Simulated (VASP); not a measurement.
# KF (R-3m) in VASP: notebook, part 2 of 2

VASP 6.6.1.

### Step 3. Single point, PBE (20.23 Å³/atom)

The input, INCAR:

```
SYSTEM = KF
PREC = Accurate ; ENCUT = 520
EDIFF = 1E-6 ; ISMEAR = 0
SIGMA = 0.05 ; LREAL = .FALSE.
LASPH = .TRUE. ; NELM = 60
ALGO = Normal ; ISIF = 2
LWAVE = .FALSE. ; LCHARG = .FALSE.
GGA = PE ; NBANDS = 15
```

The input, KPOINTS:

```
regular mesh
0
G
  8 8 8
  0 0 0
```

The input, POSCAR:

```
KF
1.0
    0.1177173829      2.7850296836      2.7850296836
    2.7850296836      0.1177173829      2.7850296836
    2.7850296836      2.7850296836      0.1177173829
K F
1 1
Direct
    0.0000000000      0.0000000000      0.0000000000
    0.5000000000      0.5000000000      0.5000000000
```

Potentials or basis: VASP PAW PBE potentials, release 64 (K_sv, F).

Launch:

```sh
$ cat potpaw_PBE.64/K_sv/POTCAR potpaw_PBE.64/F/POTCAR > POTCAR
$ mpirun -np 1 vasp_std > vasp.out
```

OUTCAR:

```text
SYSTEM = KF
   PREC = Accurate
   ENCUT = 520
   EDIFF = 1E-6
   ISMEAR = 0
   LREAL = .FALSE.
   LASPH = .TRUE.
   NELM = 60
   ISIF = 2
   GGA = PE

 ion  position               nearest neighbor table
   1  0.000  0.000  0.000-   2 2.73   2 2.73   2 2.73   2 2.73   2 2.73   2 2.73
   2  0.500  0.500  0.500-   1 2.73   1 2.73   1 2.73   1 2.73   1 2.73   1 2.73

  LATTYP: Found a trigonal (rhomboedric) cell.
 ALAT       =     3.9403855217
 COS(alpha) =     0.5417839405

  Lattice vectors:

 A1 = (   0.1177173829,   2.7850296836,   2.7850296836)
 A2 = (   2.7850296836,   0.1177173829,   2.7850296836)
 A3 = (   2.7850296836,   2.7850296836,   0.1177173829)

Analysis of symmetry for initial positions (statically):
=====================================================================
 Subroutine PRICEL returns:
 Original cell was already a primitive cell.

 Routine SETGRP: Setting up the symmetry group for a
 trigonal (rhombohedral) supercell.

 Subroutine GETGRP returns: Found 12 space group operations
 (whereof 12 operations were pure point group operations)
 out of a pool of 12 trial point group operations.

The static configuration has the point symmetry D_3d.

Analysis of symmetry for dynamics (positions and initial velocities):
=====================================================================
 Subroutine PRICEL returns:
 Original cell was already a primitive cell.

 Routine SETGRP: Setting up the symmetry group for a
 trigonal (rhombohedral) supercell.

 Subroutine GETGRP returns: Found 12 space group operations
 (whereof 12 operations were pure point group operations)
 out of a pool of 12 trial point group operations.

The dynamic configuration has the point symmetry D_3d.

 Subroutine INISYM returns: Found 12 space group operations
 (whereof 12 operations are pure point group operations),
 and found     1 'primitive' translations

----------------------------------------------------------------------------------------

                                     Primitive cell

  volume of cell :      40.4660
[... 120 lines left out ...]
 non-spin polarized calculation
 Gauss-broadening in eV      SIGMA  =   0.05
  energy-cutoff  :      520.00
  volume of cell :       40.47
 maximum number of plane-waves:      1101
 NGX is ok and might be reduce to    30
   NGX = 15   NGY = 15   NGZ = 15

 number of electron      15.9999995 magnetization

 Free energy of the ion-electron system (eV)
  ---------------------------------------------------
  ext. energy  EPLUGINS =         0.00000000
  ---------------------------------------------------
  free energy    TOTEN  =        -8.28891160 eV

  energy without entropy =       -8.28891160  energy(sigma->0) =       -8.28891160

 E-fermi :  -2.6432     XC(G=0):  -8.1434

 val. band max:       -2.9161904865   @ k =   0.0000   0.0000   0.0000
 cond. band min:       2.9057781197   @ k =   0.0000   0.0000   0.0000
 fundamental gap:      5.8219686061
 Fermi energy:        -2.6431842640

 k-point     1 :       0.0000    0.0000    0.0000
  band No.  band energies     occupation
      1     -29.2779      2.00000
      2     -21.5681      2.00000
      3     -12.5760      2.00000
      4     -12.5582      2.00000
      5     -12.5582      2.00000
      6      -2.9862      2.00000
      7      -2.9162      2.00000
      8      -2.9162      2.00000
      9       2.9058      0.00000
     10       7.1775      0.00000
     11       7.7305      0.00000
     12       7.7305      0.00000
     13       9.1807      0.00000
     14       9.1807      0.00000
[... 401 lines left out ...]
      2     -21.6051      2.00000
      3     -12.7327      2.00000
      4     -12.6317      2.00000
      5     -12.5806      2.00000
      6      -3.4502      2.00000
      7      -3.1423      2.00000
      8      -3.1008      2.00000
      9       4.9483      0.00000
     10       6.7776      0.00000
     11       8.2811      0.00000
     12       8.7140      0.00000
     13       9.8664      0.00000
     14      10.1434      0.00000
     15      14.4107      0.00000

 [... further k-points ...]

------------------------ aborting loop because EDIFF is reached ----------------------------------------

  FORCE on cell =-STRESS in cart. coord.  units (eV):
  Direction    XX          YY          ZZ          XY          YZ          ZX
  --------------------------------------------------------------------------------------
  -------------------------------------------------------------------------------------
  Total       -0.1275357     -0.1275357     -0.1275357     -0.1664254     -0.1664254     -0.1664254
  in kB       -5.0495420     -5.0495420     -5.0495420     -6.5893096     -6.5893096     -6.5893096
  external PRESSURE =      -5.0495420 kB  Pullay stress =       0.0000000 kB

 VOLUME and BASIS-vectors are now :
 -----------------------------------------------------------------------------
  energy-cutoff  :      520.00
  volume of cell :       40.47
      direct lattice vectors                 reciprocal lattice vectors
     0.117717383  2.785029684  2.785029684    -0.191334280  0.183574950  0.183574950
     2.785029684  0.117717383  2.785029684     0.183574950 -0.191334280  0.183574950
     2.785029684  2.785029684  0.117717383     0.183574950  0.183574950 -0.191334280

 POSITION                                       TOTAL-FORCE (eV/Angst)
 -----------------------------------------------------------------------------------
      0.00000      0.00000      0.00000        -0.000000      0.000000      0.000000
      2.84389      2.84389      2.84389         0.000000     -0.000000     -0.000000
 -----------------------------------------------------------------------------------
    total drift:                                0.000000      0.000000      0.000000

  FREE ENERGIE OF THE ION-ELECTRON SYSTEM (eV)
  ---------------------------------------------------
  free  energy   TOTEN  =        -8.2889115997 eV

  energy  without entropy=       -8.2889115997  energy(sigma->0) =       -8.28891160
```

OSZICAR:

```text
N       E                     dE             d eps       ncg     rms          rms(c)
DAV:   1     0.107747020301E+03    0.10775E+03   -0.82156E+03  1958   0.103E+03
DAV:   2    -0.509354198019E+01   -0.11284E+03   -0.10364E+03  2556   0.279E+02
DAV:   3    -0.945709389446E+01   -0.43636E+01   -0.43433E+01  2594   0.493E+01
DAV:   4    -0.957310567400E+01   -0.11601E+00   -0.11600E+00  2607   0.730E+00
DAV:   5    -0.957391917257E+01   -0.81350E-03   -0.81349E-03  2644   0.625E-01    0.625E+00
DAV:   6    -0.832590963302E+01    0.12480E+01   -0.36085E+00  2069   0.142E+01    0.371E+00
DAV:   7    -0.829277284922E+01    0.33137E-01   -0.65950E-02  2412   0.221E+00    0.207E+00
DAV:   8    -0.828648298854E+01    0.62899E-02   -0.54574E-02  2202   0.227E+00    0.200E-01
DAV:   9    -0.828816735297E+01   -0.16844E-02   -0.37261E-03  2475   0.509E-01    0.122E-01
DAV:  10    -0.828877425465E+01   -0.60690E-03   -0.47889E-04  2111   0.185E-01    0.656E-02
DAV:  11    -0.828891112589E+01   -0.13687E-03   -0.13051E-04  2118   0.945E-02    0.190E-02
DAV:  12    -0.828891124498E+01   -0.11909E-06   -0.10589E-05  2433   0.316E-02    0.381E-03
DAV:  13    -0.828891159975E+01   -0.35477E-06   -0.19753E-06  2195   0.123E-02
   1 F= -.82889116E+01 E0= -.82889116E+01  d E =-.130582E-16
```

stdout:

```text
POSCAR found type information on POSCAR K F
 POSCAR found :  2 types and       2 ions
 scaLAPACK will be used
 LDA part: xc-table for (Slater+PW92), standard interpolation
 POSCAR, INCAR and KPOINTS ok, starting setup
 FFT: planning ... GRIDC
 FFT: planning ... GRID_SOFT
 FFT: planning ... GRID
 WAVECAR not read
 entering main loop
```

Wall time 46 s (1 thread of Intel Xeon Platinum 8259CL at 2.50GHz (Skylake/Cascade Lake), shared host); peak memory 0.19 GiB.

Results:

```
Free energy            : -8.2889 eV
Pressure               : -0.5 GPa
Band gap on the k mesh : 5.82 eV
```

### Step 4. Single point, PBE (20.23 Å³/atom)

The input, INCAR:

```
SYSTEM = KF
PREC = Accurate ; ENCUT = 520
EDIFF = 1E-6 ; ISMEAR = 0
SIGMA = 0.05 ; LREAL = .False.
LASPH = .True. ; NELM = 80
ALGO = Normal ; ISIF = 2
LWAVE = .False. ; LCHARG = .False.
GGA = PE ; NBANDS = 15
```

The input, KPOINTS:

```
Automatic mesh
0
Gamma
  8 8 8
  0 0 0
```

The input, POSCAR:

```
KF
1.0
   -0.1152484048      2.6685294899      2.6685294899
    2.6685294899     -0.1152484048      2.6685294899
    2.6685294899      2.6685294899     -0.1152484048
K F
1 1
Direct
    0.0000000000      0.0000000000      0.0000000000
    0.5000000000      0.5000000000      0.5000000000
```

Launch:

```sh
$ cat potpaw_PBE.64/K_sv/POTCAR potpaw_PBE.64/F/POTCAR > POTCAR
$ mpirun -np 1 vasp_std > vasp.out
```

It took 35 s on 1 thread of Intel Xeon Platinum 8259CL at 2.50GHz (Skylake/Cascade Lake), shared host; peak memory 0.17 GiB.

The run converged. Its results:

* Free energy: -8.2905 eV
* Pressure: -0.5 GPa
* Band gap on the k mesh: 5.81 eV

Stress tensor (GPa, compression positive):
```
-0.50  0.51  0.51
 0.51 -0.50  0.51
 0.51  0.51 -0.50
```

Levels at points of the mesh, in eV from the valence-band top:
| k point | band 6 | band 7 | band 8 | band 9 | band 10 | band 11 |
| --- | --- | --- | --- | --- | --- | --- |
| (0.00, 0.00, 0.00) | -0.06 | -0.06 | 0.00 | 5.81 | 10.24 | 10.24 |
| (0.50, 0.00, 0.00) | -0.78 | -0.36 | -0.27 | 8.70 | 10.06 | 11.42 |
| (0.50, 0.50, 0.00) | -0.29 | -0.14 | -0.08 | 8.09 | 9.90 | 11.31 |
| (0.50, 0.50, 0.50) | -0.77 | -0.41 | -0.41 | 8.91 | 10.31 | 11.79 |

A k mesh can miss the band edges. A hybrid or GW would open this gap; PBE tends to underestimate it.

### Step 5. The runs side by side

```tsv
cell	gap on the mesh (eV)	pressure (GPa)
a = 3.758 Å, angles 63.6°, 2 atoms	5.79	-0.5
a = 3.940 Å, angles 57.2°, 2 atoms	5.82	-0.5
a = 3.776 Å, angles 62.8°, 2 atoms	5.81	-0.5
```

Alike in all rows: task single point; level PBE; potentials or basis VASP PAW PBE potentials, release 64 (K_sv, F); no spin polarisation; k mesh 8 × 8 × 8; cutoff (eV) 520; smearing gaussian 0.05 eV.

Absolute energies hang on the potentials; compare differences alone.
